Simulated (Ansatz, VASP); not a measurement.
# One calculation of InSb, two programs

```
In Sb
1.0
     0.00000    3.31742    3.58282
     3.31742    0.00000    3.58282
     3.31742    3.31742    0.00000
In Sb
1 1
Direct
  0.00000 0.00000 0.00000
  0.75000 0.75000 0.75000
```

Change from the starting cell: strain +0.000 along x and y, +0.080 along z, atoms carried along.

Alike in both runs: task single point; functional PBE; k mesh 16 × 16 × 16; occupations gaussian, width 0.15 eV; no spin polarisation.

```csv
,VASP,Ansatz
version,VASP 6.6.1,Ansatz 0.2.0
potentials or method,"VASP PAW PBE potentials, release 64 (In_d, Sb), cutoff 520 eV","scalar-relativistic, plane waves, PAW"
valence electrons in the cell,18,28
```

|  | VASP | Ansatz | Ansatz less VASP |
| --- | --- | --- | --- |
| gap on the k mesh at the Fermi level (eV) | none | none | - |
| pressure (GPa) | -2.4 | -2.4 | +0.02 |
| traceless stress, the component that is largest in VASP (GPa) | -1.48 | -1.48 | +0.001 |

A gap of «none» marks a metal or a gap that the smearing closes. VASP's potentials hold 18 valence electrons a cell and Ansatz's 28, so a difference there can come from the potentials and not from the codes.

Neither program's run includes spin-orbit coupling.
